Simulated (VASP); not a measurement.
# AgBr (Fm-3m) in VASP: further runs

Runs on AgBr. Level: PBEsol. Tasks: single point.

Everything below comes from runs of VASP 6.6.1. Logs are shortened: lines on timing, memory, paths and dates and some standing lists are left out, and cuts for length are marked.

## 1. The cell of the first run

The structure is cubic, space group Fm-3m (No. 225). The conventional cell has a = 5.733 Å, b = 5.733 Å, c = 5.733 Å, α = 90.00°, β = 90.00°, γ = 90.00°. Ag (site symmetry m-3m) has 6 Br at 2.87 Å within 3.8 Å. Br (site symmetry m-3m) has 6 Ag at 2.87 Å within 3.8 Å.

## 2. Single point, PBEsol (volume scaled by 0.98)

INCAR

```
SYSTEM = AgBr
ALGO = Normal
EDIFF = 1E-6
ENCUT = 500
GGA = PS
GGA_COMPAT = .False.
ISIF = 2
ISMEAR = -1
LASPH = .True.
LCHARG = .False.
LREAL = .False.
LWAVE = .False.
NBANDS = 16
NELM = 120
PREC = Accurate
SIGMA = 0.02
```

KPOINTS

```
k-points
0
Gamma
  7 7 7
  0 0 0
```

POSCAR

```
AgBr
1.0
    0.0000000000      2.8666799533      2.8666799533
    2.8666799533      0.0000000000      2.8666799533
    2.8666799533      2.8666799533      0.0000000000
Ag Br
1 1
Direct
    0.5000000000      0.5000000000      0.5000000000
    0.0000000000      0.0000000000      0.0000000000
```

Potentials or basis: VASP PAW PBE potentials, release 64 (Ag, Br).

Started as:

```
> cat potpaw_PBE.64/Ag/POTCAR potpaw_PBE.64/Br/POTCAR > POTCAR
> mpirun -np 1 vasp_std > vasp.out
```

OUTCAR:

```text
SYSTEM = AgBr
   EDIFF = 1E-6
   ENCUT = 500
   GGA = PS
   ISIF = 2
   ISMEAR = -1
   LASPH = .True.
   LREAL = .False.
   NELM = 120
   PREC = Accurate

 ion  position               nearest neighbor table
   1  0.500  0.500  0.500-   2 2.87   2 2.87   2 2.87   2 2.87   2 2.87   2 2.87
   2  0.000  0.000  0.000-   1 2.87   1 2.87   1 2.87   1 2.87   1 2.87   1 2.87

  LATTYP: Found a face centered cubic cell.
 ALAT       =     5.7333599066

  Lattice vectors:

 A1 = (   0.0000000000,   2.8666799533,   2.8666799533)
 A2 = (   2.8666799533,   0.0000000000,   2.8666799533)
 A3 = (   2.8666799533,   2.8666799533,   0.0000000000)

Analysis of symmetry for initial positions (statically):
=====================================================================
 Subroutine PRICEL returns:
 Original cell was already a primitive cell.

 Routine SETGRP: Setting up the symmetry group for a
 face centered cubic supercell.

 Subroutine GETGRP returns: Found 48 space group operations
 (whereof 48 operations were pure point group operations)
 out of a pool of 48 trial point group operations.

The static configuration has the point symmetry O_h .

Analysis of symmetry for dynamics (positions and initial velocities):
=====================================================================
 Subroutine PRICEL returns:
 Original cell was already a primitive cell.

 Routine SETGRP: Setting up the symmetry group for a
 face centered cubic supercell.

 Subroutine GETGRP returns: Found 48 space group operations
 (whereof 48 operations were pure point group operations)
 out of a pool of 48 trial point group operations.

The dynamic configuration has the point symmetry O_h .

 Subroutine INISYM returns: Found 48 space group operations
 (whereof 48 operations are pure point group operations),
 and found     1 'primitive' translations

----------------------------------------------------------------------------------------

                                     Primitive cell

  volume of cell :      47.1159

  direct lattice vectors                    reciprocal lattice vectors
     0.000000000  2.866679953  2.866679953    -0.174417796  0.174417796  0.174417796
     2.866679953  0.000000000  2.866679953     0.174417796 -0.174417796  0.174417796
     2.866679953  2.866679953  0.000000000     0.174417796  0.174417796 -0.174417796

  length of vectors
     4.054097669  4.054097669  4.054097669     0.302100485  0.302100485  0.302100485

  position of ions in fractional coordinates (direct lattice)
     0.500000000  0.500000000  0.500000000
     0.000000000  0.000000000  0.000000000

  ion indices of the primitive-cell ions
   primitive index   ion index
                 1           1
                 2           2

----------------------------------------------------------------------------------------

 KPOINTS: k-points

Automatic generation of k-mesh.
 Grid dimensions read from file:
 generate k-points for:    7    7    7

 Generating k-lattice:

  Cartesian coordinates                     Fractional coordinates (reciprocal lattice)
    -0.024916828  0.024916828  0.024916828     0.142857143  0.000000000  0.000000000
     0.024916828 -0.024916828  0.024916828     0.000000000  0.142857143  0.000000000
     0.024916828  0.024916828 -0.024916828     0.000000000  0.000000000  0.142857143

  Length of vectors
     0.043157212  0.043157212  0.043157212

  Shift w.r.t. Gamma in fractional coordinates (k-lattice)
     0.000000000  0.000000000  0.000000000

 Subroutine IBZKPT returns following result:
 ===========================================

 Found     20 irreducible k-points:

 Following reciprocal coordinates:
            Coordinates               Weight
  0.000000  0.000000  0.000000      1.000000
  0.142857  0.000000  0.000000      8.000000
  0.285714  0.000000  0.000000      8.000000
  0.428571  0.000000  0.000000      8.000000
  0.142857  0.142857  0.000000      6.000000
  0.285714  0.142857  0.000000     24.000000
[... 12 lines left out ...]
 -0.428571  0.428571  0.142857     24.000000
 -0.285714  0.428571  0.142857     24.000000
   k-points           NKPTS =     20   k-points in BZ     NKDIM =     20   number of bands    NBANDS=     16
   number of dos      NEDOS =    301   number of ions     NIONS =      2
   total plane-waves  NPLWV =  27000
   dimension x,y,z NGX =    30 NGY =   30 NGZ =   30
   dimension x,y,z NGXF=    60 NGYF=   60 NGZF=   60
   ions per type =               1   1
   NGX,Y,Z   is equivalent  to a cutoff of  12.30, 12.30, 12.30 a.u.
   NGXF,Y,Z  is equivalent  to a cutoff of  24.60, 24.60, 24.60 a.u.
 SYSTEM =  AgBr
   PREC   = accura    normal or accurate (medium, high low for compatibility)
   ISTART =      0    job   : 0-new  1-cont  2-samecut
   ICHARG =      2    charge: 1-file 2-atom 10-const
   ISPIN  =      1    spin polarized calculation?
   LNONCOLLINEAR =      F non collinear calculations
   LSORBIT =      F    spin-orbit coupling
   LASPH  =      T    aspherical Exc in radial PAW
   ENCUT  =  500.0 eV  36.75 Ry    6.06 a.u.   7.39  7.39  7.39*2*pi/ulx,y,z
   NELM   =    120;   NELMIN=  2; NELMDL= -5     # of ELM steps
   EDIFF  = 0.1E-05   stopping-criterion for ELM
   LREAL  =      F    real-space projection
   EDIFFG = 0.1E-04   stopping-criterion for IOM
   NSW    =      0    number of steps for IOM
   IBRION =     -1    ionic relax: 0-MD 1-quasi-New 2-CG
   NFREE  =      0    steps in history (QN), initial steepest desc. (CG)
   ISIF   =      2    stress and relaxation
   ISYM   =      2    0-nonsym 1-usesym 2-fastsym
   POTIM  = 0.5000    time-step for ionic-motion
   TEBEG  =    0.0;   TEEND  =   0.0 temperature during run
   PSTRESS=    0.0 pullay stress
   NELECT =      18.0000    total number of electrons
   NUPDOWN=      -1.0000    fix difference up-down
   EMIN   =  10.00;   EMAX   =-10.00  energy-range for DOS
   EFERMI =   0.00;   METHOD = LEGACY
   ISMEAR =    -1;   SIGMA  =   0.02  broadening in eV -4-tet -1-fermi 0-gaus
   EFERMI_NEDOS =   21; number of points for ismear=-14 and -15
   IALGO  =     38    algorithm
   IMIX   =      4    mixing-type and parameters
     AMIX     =   0.40;   BMIX     =  1.00
     AMIX_MAG =   1.60;   BMIX_MAG =  1.00
  volume/ion in A,a.u.               =      23.56       158.98
  Fermi-wavevector in a.u.,A,eV,Ry     =   1.187891  2.244788 19.198966  1.411084
  Thomas-Fermi vector in A             =   2.324032
   LORBIT       =      0    0 simple, 1 ext, 2 COOP (PROOUT), +10 PAW based schemes
   GGA     = PS    functional components
   LHFCALC =     F    Hartree Fock is set to
   AEXX    =    0.0000 exact exchange contribution
   IVDW    =     0    specifies the selected vdW correction
   LEPSILON=     F    determine dielectric tensor
   LRPA    =     F    only Hartree local field effects (RPA)
 non-spin polarized calculation
  energy-cutoff  :      500.00
  volume of cell :       47.12
 maximum number of plane-waves:      1243
 NGX is ok and might be reduce to    30
   NGX = 15   NGY = 15   NGZ = 15

 number of electron      18.0000002 magnetization

 Free energy of the ion-electron system (eV)
  ---------------------------------------------------
  ext. energy  EPLUGINS =         0.00000000
  ---------------------------------------------------
  free energy    TOTEN  =        -5.69097441 eV

  energy without entropy =       -5.69097440  energy(sigma->0) =       -5.69097440

 E-fermi :   3.7911     XC(G=0): -10.1057

 val. band max:        3.4698094353   @ k =   0.4286   0.0000   0.0000
 cond. band min:       4.0464171753   @ k =   0.0000   0.0000   0.0000
 fundamental gap:      0.5766077400
 Fermi energy:         3.7910993202

 k-point     1 :       0.0000    0.0000    0.0000
  band No.  band energies     occupation
      1     -11.5924      2.00000
      2       0.7056      2.00000
      3       0.7056      2.00000
      4       0.7063      2.00000
      5       0.7063      2.00000
      6       0.7063      2.00000
[... 8 lines left out ...]
     15      15.2127      0.00000
     16      15.2127      0.00000

 k-point     2 :       0.1429    0.0000    0.0000
  band No.  band energies     occupation
      1     -11.5121      2.00000
      2       0.2067      2.00000
      3       0.2223      2.00000
      4       0.2223      2.00000
      5       0.7634      2.00000
      6       0.7634      2.00000
[... 8 lines left out ...]
     15      14.3678      0.00000
     16      14.6474      0.00000

 k-point     3 :       0.2857    0.0000    0.0000
  band No.  band energies     occupation
      1     -11.3213      2.00000
      2      -0.9733      2.00000
      3      -0.3387      2.00000
      4      -0.3387      2.00000
      5       0.8962      2.00000
      6       0.8962      2.00000
[... 8 lines left out ...]
     15      15.0781      0.00000
     16      15.0781      0.00000

 k-point     4 :       0.4286    0.0000    0.0000
  band No.  band energies     occupation
      1     -11.1563      2.00000
      2      -1.7304      2.00000
      3      -0.6475      2.00000
      4      -0.6475      2.00000
      5       1.0072      2.00000
      6       1.0072      2.00000
[... 8 lines left out ...]
     15      16.3483      0.00000
     16      16.3483      0.00000
[... 248 lines left out ...]
 k-point    18 :      -0.4286    0.2857    0.1429
  band No.  band energies     occupation
      1     -11.1081      2.00000
      2      -1.2783      2.00000
      3      -0.5960      2.00000
      4      -0.4228      2.00000
      5       0.9456      2.00000
      6       1.0386      2.00000
[... 8 lines left out ...]
     15      16.4544      0.00000
     16      17.9291      0.00000

 k-point    19 :      -0.4286    0.4286    0.1429
  band No.  band energies     occupation
      1     -11.0950      2.00000
      2      -0.9023      2.00000
      3      -0.3719      2.00000
      4      -0.1078      2.00000
      5       0.9675      2.00000
      6       1.0693      2.00000
[... 8 lines left out ...]
     15      17.2633      0.00000
     16      18.6789      0.00000

 k-point    20 :      -0.2857    0.4286    0.1429
  band No.  band energies     occupation
      1     -11.0725      2.00000
      2      -0.8515      2.00000
      3      -0.5666      2.00000
      4      -0.4352      2.00000
      5       0.9854      2.00000
      6       1.0833      2.00000
[... 8 lines left out ...]
     15      16.2129      0.00000
     16      18.7696      0.00000

------------------------ aborting loop because EDIFF is reached ----------------------------------------

  FORCE on cell =-STRESS in cart. coord.  units (eV):
  Direction    XX          YY          ZZ          XY          YZ          ZX
  --------------------------------------------------------------------------------------
  -------------------------------------------------------------------------------------
  Total       -0.4447570     -0.4447570     -0.4447570      0.0000000      0.0000000      0.0000000
  in kB      -15.1239692    -15.1239692    -15.1239692      0.0000000      0.0000000      0.0000000
  external PRESSURE =     -15.1239692 kB  Pullay stress =       0.0000000 kB

 VOLUME and BASIS-vectors are now :
 -----------------------------------------------------------------------------
  energy-cutoff  :      500.00
  volume of cell :       47.12
      direct lattice vectors                 reciprocal lattice vectors
     0.000000000  2.866679953  2.866679953    -0.174417796  0.174417796  0.174417796
     2.866679953  0.000000000  2.866679953     0.174417796 -0.174417796  0.174417796
     2.866679953  2.866679953  0.000000000     0.174417796  0.174417796 -0.174417796

 POSITION                                       TOTAL-FORCE (eV/Angst)
 -----------------------------------------------------------------------------------
      2.86668      2.86668      2.86668         0.000000      0.000000      0.000000
      0.00000      0.00000      0.00000         0.000000     -0.000000     -0.000000
 -----------------------------------------------------------------------------------
    total drift:                                0.000000      0.000000      0.000000

  FREE ENERGIE OF THE ION-ELECTRON SYSTEM (eV)
  ---------------------------------------------------
  free  energy   TOTEN  =        -5.6909744078 eV

  energy  without entropy=       -5.6909743975  energy(sigma->0) =       -5.69097440
```

Wall time 19 s (1 thread of Intel Xeon 8259CL, shared host); peak memory 0.17 GiB.

What came out:

```yaml
Free_energy: -5.6910 eV
Pressure: -1.5 GPa
Band_gap_on_the_k_mesh: 0.58 eV, indirect (least direct gap 2.46 eV)
```

Caveat: the PAW data sets were made with another functional, which shifts forces and pressure a little. A k mesh can miss the band edges.

(Part 1 of 2 ends here.)
